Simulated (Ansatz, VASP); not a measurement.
Two plane-wave programs on AlN

```xyz
4
Lattice="3.0177 0.0000 0.0000 -1.5088 2.6134 0.0000 0.0000 0.0000 4.9780" Properties=species:S:1:pos:R:3 pbc="T T T"
Al    0.0000    1.7423    0.0000
Al    1.5088    0.8711    2.4890
N     0.0000    1.7423    1.9165
N     1.5088    0.8711    4.4055
```

Change from the starting cell: strain -0.030 along x and y, +0.000 along z, atoms carried along.

Alike in both runs: task single point; functional PBEsol; k mesh 9 × 9 × 6; occupations gaussian, width 0.05 eV; no spin polarisation.

```csv
,VASP,Ansatz
version,VASP 6.6.1,Ansatz 0.2.0
potentials or method,"VASP PAW PBE potentials, release 64 (Al, N), cutoff 520 eV","scalar-relativistic, plane waves, PAW"
valence electrons in the cell,16,16
```

```csv
,VASP,Ansatz,Ansatz less VASP
gap on the k mesh at the Fermi level (eV),4.71,4.69,-0.020
least direct gap on the mesh (eV),4.71,4.69,-0.020
pressure (GPa),15.4,15.3,-0.09
"traceless stress, the component that is largest in VASP (GPa)",-11.81,-11.65,+0.165
rms of the force components (eV/Å),0.349,0.344,-0.0052
```

VASP's potentials were made for PBE, not for PBEsol. Atom by atom the forces differ by 0.005 eV/Å (rms over components).
